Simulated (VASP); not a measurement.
Runs of VASP 6.6.1 on Al. The structure is that of space group P6_3/mmc (No. 194), or close to it. The cells are those of the table. 

```csv
cell,k mesh,gap on the mesh (eV),pressure (GPa)
"a = 2.781, b = 2.781, c = 8.767 Å, angles 90.0, 90.0, 120.0°, 4 atoms",18 × 18 × 6,none,(a)
"a = 2.800, b = 2.800, c = 9.565 Å, angles 90.0, 90.0, 120.0°, 4 atoms",18 × 18 × 6,none,-3.0
"a = 2.689, b = 2.689, c = 9.373 Å, angles 90.0, 90.0, 120.0°, 4 atoms",18 × 18 × 6,none,(b)
"a = 2.894, b = 2.894, c = 9.125 Å, angles 90.0, 90.0, 120.0°, 4 atoms",18 × 18 × 6,none,-4.4
"a = 2.781, b = 2.781, c = 8.947 Å, angles 90.0, 90.0, 120.0°, 4 atoms",18 × 18 × 6,none,4.1
"a = 2.818, b = 2.818, c = 8.536 Å, angles 90.0, 90.0, 120.0°, 4 atoms",18 × 18 × 6,none,7.3
"a = 2.857, b = 2.857, c = 9.009 Å, angles 90.0, 90.0, 120.0°, 4 atoms",18 × 18 × 6,none,-1.5
"a = 2.670, b = 2.670, c = 9.306 Å, angles 90.0, 90.0, 120.0°, 4 atoms",18 × 18 × 6,none,9.8
"a = 2.782, b = 2.782, c = 9.130 Å, angles 90.0, 90.0, 120.0°, 4 atoms",18 × 18 × 6,none,2.0
"a = 2.798, b = 2.798, c = 8.475 Å, angles 90.0, 90.0, 120.0°, 4 atoms",18 × 18 × 6,none,10.0
"a = 2.706, b = 2.706, c = 9.060 Å, angles 90.0, 90.0, 120.0°, 4 atoms",18 × 18 × 6,none,9.2
"a = 2.709, b = 2.709, c = 9.632 Å, angles 90.0, 90.0, 120.0°, 4 atoms","18 × 18 × 6, shifted",none,3.0
```

Alike in all rows: task single point; level PBEsol+D3(BJ); potentials or basis VASP PAW PBE potentials, release 64 (Al); no spin polarisation; cutoff (eV) 520; smearing gaussian 0.15 eV.

Q: Estimate the missing entries.

A: (a) 6.6; (b) 7.1.

Caveats: the PAW data sets were made with another functional, which shifts forces and pressure a little; pairwise dispersion overbinds metals, which lowers pressure and volume.

A gap of «none» marks levels without a gap at the run's occupations.
